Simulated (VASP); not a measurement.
# GaN (F-43m) in VASP: further runs

GaN is run at these levels: LDA; tasks: single point.

Everything below comes from runs of VASP 6.6.1. Logs are shortened: lines on timing, memory, paths and dates and some standing lists are left out, and cuts for length are marked.

### 1 The cell of the first run

Symmetry: F-43m, No. 216, cubic system. The conventional cell has a = 4.383 Å, b = 4.383 Å, c = 4.383 Å, α = 90.00°, β = 90.00°, γ = 90.00°. Ga (site symmetry -43m) has 4 N at 1.90 Å within 2.5 Å. Within 2.5 Å of N (site symmetry -43m) lie 4 Ga at 1.90 Å.

### 2 Single point, LDA

Input file INCAR:

```
  PREC = Accurate
  ENCUT = 520
  EDIFF = 1E-7
  ISMEAR = 0
  SIGMA = 0.01
  LREAL = F
  LASPH = T
  NELM = 100
  ALGO = Normal
  ISIF = 2
  LWAVE = F
  LCHARG = T
  GGA = CA
  LELF = T
  LVHAR = T
  NBANDS = 16
```

Input file KPOINTS:

```
regular mesh
0
Gamma
  8 8 8
```

Input file POSCAR:

```
GaN
1.0
    0.0000000000      2.1917289199      2.1917289199
    2.1917289199      0.0000000000      2.1917289199
    2.1917289199      2.1917289199      0.0000000000
Ga N
1 1
Direct
    0.0000000000      0.0000000000      0.0000000000
    0.7500000000      0.7500000000      0.7500000000
```

Potentials or basis: VASP PAW LDA potentials, release 64 (Ga_d, N).

Run with:

```sh
cat potpaw_LDA.64/Ga_d/POTCAR potpaw_LDA.64/N/POTCAR > POTCAR
mpirun -np 1 vasp_std > vasp.out
```

OUTCAR:

```text
PREC = Accurate
   ENCUT = 520
   EDIFF = 1E-7
   ISMEAR = 0
   LREAL = F
   LASPH = T
   NELM = 100
   ISIF = 2
   GGA = CA

 ion  position               nearest neighbor table
   1  0.000  0.000  0.000-   2 1.90   2 1.90   2 1.90   2 1.90
   2  0.750  0.750  0.750-   1 1.90   1 1.90   1 1.90   1 1.90

  LATTYP: Found a face centered cubic cell.
 ALAT       =     4.3834578398

  Lattice vectors:

 A1 = (   0.0000000000,   2.1917289199,   2.1917289199)
 A2 = (   2.1917289199,   0.0000000000,   2.1917289199)
 A3 = (   2.1917289199,   2.1917289199,   0.0000000000)

Analysis of symmetry for initial positions (statically):
=====================================================================
 Subroutine PRICEL returns:
 Original cell was already a primitive cell.

 Routine SETGRP: Setting up the symmetry group for a
 face centered cubic supercell.

 Subroutine GETGRP returns: Found 24 space group operations
 (whereof 24 operations were pure point group operations)
 out of a pool of 48 trial point group operations.

The static configuration has the point symmetry T_d .

Analysis of symmetry for dynamics (positions and initial velocities):
=====================================================================
 Subroutine PRICEL returns:
 Original cell was already a primitive cell.

 Routine SETGRP: Setting up the symmetry group for a
 face centered cubic supercell.

 Subroutine GETGRP returns: Found 24 space group operations
 (whereof 24 operations were pure point group operations)
 out of a pool of 48 trial point group operations.

The dynamic configuration has the point symmetry T_d .

 Subroutine INISYM returns: Found 24 space group operations
 (whereof 24 operations are pure point group operations),
 and found     1 'primitive' translations

----------------------------------------------------------------------------------------

                                     Primitive cell

  volume of cell :      21.0567

  direct lattice vectors                    reciprocal lattice vectors
     0.000000000  2.191728920  2.191728920    -0.228130402  0.228130402  0.228130402
     2.191728920  0.000000000  2.191728920     0.228130402 -0.228130402  0.228130402
     2.191728920  2.191728920  0.000000000     0.228130402  0.228130402 -0.228130402

  length of vectors
[... 74 lines left out ...]
   ISTART =      0    job   : 0-new  1-cont  2-samecut
   ICHARG =      2    charge: 1-file 2-atom 10-const
   ISPIN  =      1    spin polarized calculation?
   LNONCOLLINEAR =      F non collinear calculations
   LSORBIT =      F    spin-orbit coupling
   LASPH  =      T    aspherical Exc in radial PAW
   ENCUT  =  520.0 eV  38.22 Ry    6.18 a.u.   5.76  5.76  5.76*2*pi/ulx,y,z
   NELM   =    100;   NELMIN=  2; NELMDL= -5     # of ELM steps
   EDIFF  = 0.1E-06   stopping-criterion for ELM
   LREAL  =      F    real-space projection
   EDIFFG = 0.1E-05   stopping-criterion for IOM
   NSW    =      0    number of steps for IOM
   IBRION =     -1    ionic relax: 0-MD 1-quasi-New 2-CG
   NFREE  =      0    steps in history (QN), initial steepest desc. (CG)
   ISIF   =      2    stress and relaxation
   ISYM   =      2    0-nonsym 1-usesym 2-fastsym
   POTIM  = 0.5000    time-step for ionic-motion
   TEBEG  =    0.0;   TEEND  =   0.0 temperature during run
   PSTRESS=    0.0 pullay stress
   NELECT =      18.0000    total number of electrons
   NUPDOWN=      -1.0000    fix difference up-down
   EMIN   =  10.00;   EMAX   =-10.00  energy-range for DOS
   EFERMI =   0.00;   METHOD = LEGACY
   ISMEAR =     0;   SIGMA  =   0.01  broadening in eV -4-tet -1-fermi 0-gaus
   EFERMI_NEDOS =   21; number of points for ismear=-14 and -15
   IALGO  =     38    algorithm
   IMIX   =      4    mixing-type and parameters
     AMIX     =   0.40;   BMIX     =  1.00
     AMIX_MAG =   1.60;   BMIX_MAG =  1.00
  volume/ion in A,a.u.               =      10.53        71.05
  Fermi-wavevector in a.u.,A,eV,Ry     =   1.553706  2.936079 32.844494  2.414002
  Thomas-Fermi vector in A             =   2.657898
   LORBIT       =      0    0 simple, 1 ext, 2 COOP (PROOUT), +10 PAW based schemes
   GGA     = CA    functional components
   LHFCALC =     F    Hartree Fock is set to
   AEXX    =    0.0000 exact exchange contribution
   IVDW    =     0    specifies the selected vdW correction
   LEPSILON=     F    determine dielectric tensor
   LRPA    =     F    only Hartree local field effects (RPA)
 non-spin polarized calculation
 Gauss-broadening in eV      SIGMA  =   0.01
  energy-cutoff  :      520.00
  volume of cell :       21.06
 maximum number of plane-waves:       588
   NGX = 11   NGY = 11   NGZ = 11

 number of electron      17.9999997 magnetization

 Free energy of the ion-electron system (eV)
  ---------------------------------------------------
  ext. energy  EPLUGINS =         0.00000000
  ---------------------------------------------------
  free energy    TOTEN  =       -13.90016015 eV

  energy without entropy =      -13.90016015  energy(sigma->0) =      -13.90016015

 E-fermi :   6.1222     XC(G=0): -12.5700

 val. band max:        5.9957503046   @ k =   0.0000   0.0000   0.0000
 cond. band min:       8.2844867372   @ k =   0.0000   0.0000   0.0000
 fundamental gap:      2.2887364326
 Fermi energy:         6.1221862551

 k-point     1 :       0.0000    0.0000    0.0000
  band No.  band energies     occupation
      1     -10.5658      2.00000
      2      -7.6677      2.00000
      3      -7.6677      2.00000
      4      -7.6677      2.00000
      5      -7.2562      2.00000
      6      -7.2562      2.00000
[... 433 lines left out ...]
      3      -7.4584      2.00000
      4      -7.2875      2.00000
      5      -7.2158      2.00000
      6      -5.5151      2.00000
[... 8 lines left out ...]
     15      25.4482      0.00000
     16      27.9319      0.00000

 [... further k-points ...]
[... 5 lines left out ...]
  --------------------------------------------------------------------------------------
  -------------------------------------------------------------------------------------
  Total        1.6181568      1.6181568      1.6181568      0.0000000      0.0000000      0.0000000
  in kB      123.1234211    123.1234211    123.1234211      0.0000000      0.0000000      0.0000000
  external PRESSURE =     123.1234211 kB  Pullay stress =       0.0000000 kB

 VOLUME and BASIS-vectors are now :
 -----------------------------------------------------------------------------
  energy-cutoff  :      520.00
  volume of cell :       21.06
      direct lattice vectors                 reciprocal lattice vectors
     0.000000000  2.191728920  2.191728920    -0.228130402  0.228130402  0.228130402
     2.191728920  0.000000000  2.191728920     0.228130402 -0.228130402  0.228130402
     2.191728920  2.191728920  0.000000000     0.228130402  0.228130402 -0.228130402

 POSITION                                       TOTAL-FORCE (eV/Angst)
 -----------------------------------------------------------------------------------
      0.00000      0.00000      0.00000        -0.000000     -0.000000     -0.000000
      3.28759      3.28759      3.28759         0.000000      0.000000      0.000000
 -----------------------------------------------------------------------------------
    total drift:                               -0.000002     -0.000002     -0.000002

  FREE ENERGIE OF THE ION-ELECTRON SYSTEM (eV)
  ---------------------------------------------------
  free  energy   TOTEN  =       -13.9001601538 eV

  energy  without entropy=      -13.9001601538  energy(sigma->0) =      -13.90016015
```

OSZICAR:

```text
N       E                     dE             d eps       ncg     rms          rms(c)
DAV:   1     0.779582101165E+02    0.77958E+02   -0.92690E+03  1064   0.206E+03
DAV:   2    -0.109495635051E+02   -0.88908E+02   -0.83134E+02  1080   0.329E+02
DAV:   3    -0.160323537902E+02   -0.50828E+01   -0.50680E+01  1056   0.664E+01
DAV:   4    -0.160843614447E+02   -0.52008E-01   -0.52002E-01  1184   0.704E+00
DAV:   5    -0.160850162341E+02   -0.65479E-03   -0.65479E-03  1088   0.729E-01    0.783E+00
DAV:   6    -0.139557319567E+02    0.21293E+01   -0.49216E+00  1392   0.430E+01    0.269E+00
DAV:   7    -0.139288016088E+02    0.26930E-01   -0.27454E-01   984   0.580E+00    0.172E+00
DAV:   8    -0.139029646611E+02    0.25837E-01   -0.57812E-02  1176   0.280E+00    0.626E-01
DAV:   9    -0.139002726973E+02    0.26920E-02   -0.11607E-02  1328   0.251E+00    0.163E-01
DAV:  10    -0.139002079681E+02    0.64729E-04   -0.15394E-03  1168   0.590E-01    0.523E-02
DAV:  11    -0.139001588051E+02    0.49163E-04   -0.17122E-04  1424   0.205E-01    0.762E-03
DAV:  12    -0.139001601877E+02   -0.13826E-05   -0.14378E-05  1056   0.337E-02    0.776E-03
DAV:  13    -0.139001601538E+02    0.33905E-07   -0.19916E-07  1128   0.965E-03
   1 F= -.13900160E+02 E0= -.13900160E+02  d E =-.123702E-73
```

It took 4.1 s on 1 thread of Intel Xeon 6975P-C (Granite Rapids), shared host; peak memory 0.13 GiB.

What came out:

* Free energy: -13.9002 eV
* Pressure: 12.3 GPa
* Band gap on the k mesh: 2.29 eV, direct

### 3 Single point, LDA

This run uses another cell than the first one, of 10.83 Å³/atom, 1.029 times its volume.

Input file INCAR:

```
PREC     = Accurate       # precision mode
ENCUT    = 520            # plane-wave cutoff, eV
EDIFF    = 1E-6           # SCF threshold, eV
ISMEAR   = 0              # smearing method
SIGMA    = 0.01           # smearing width, eV
LREAL    = False          # projectors in reciprocal space
LASPH    = True           # aspherical terms in the spheres
NELM     = 100            # most SCF steps
ALGO     = Normal         # electronic algorithm
ISIF     = 2              # what is computed and relaxed
LWAVE    = False          # write WAVECAR
LCHARG   = True           # write CHGCAR
GGA      = CA             # functional
LELF     = True           # ELF
LVHAR    = True         
NBANDS   = 16             # bands
```

Input file KPOINTS:

```
Automatic mesh
0
Gamma
  8 8 8
```

Input file POSCAR:

```
GaN
1.0
    0.0000000000      2.2127036768      2.2127036768
    2.2127036768      0.0000000000      2.2127036768
    2.2127036768      2.2127036768      0.0000000000
Ga N
1 1
Direct
    0.0000000000      0.0000000000      0.0000000000
    0.7500000000      0.7500000000      0.7500000000
```

Potentials or basis: VASP PAW LDA potentials, release 64 (Ga_d, N).

Run with:

```sh
cat potpaw_LDA.64/Ga_d/POTCAR potpaw_LDA.64/N/POTCAR > POTCAR
mpirun -np 1 vasp_std > vasp.out
```

Wall time 3.8 s (1 thread of Intel Xeon 6975P-C (Granite Rapids), shared host); peak memory 0.13 GiB.

Results (log left out):

```
Free energy            : -13.9341 eV
Pressure               : 5.5 GPa
Band gap on the k mesh : 2.10 eV, direct
```

Levels at points of the mesh, in eV from the valence-band top:
| k point | band 7 | band 8 | band 9 | band 10 | band 11 | band 12 |
| --- | --- | --- | --- | --- | --- | --- |
| (0.00, 0.00, 0.00) | 0.00 | 0.00 | 0.00 | 2.10 | 10.45 | 10.45 |
| (0.50, 0.00, 0.00) | -7.49 | -1.05 | -1.05 | 4.92 | 8.87 | 10.49 |
| (0.50, 0.50, 0.00) | -6.44 | -2.93 | -2.93 | 3.26 | 6.80 | 11.90 |
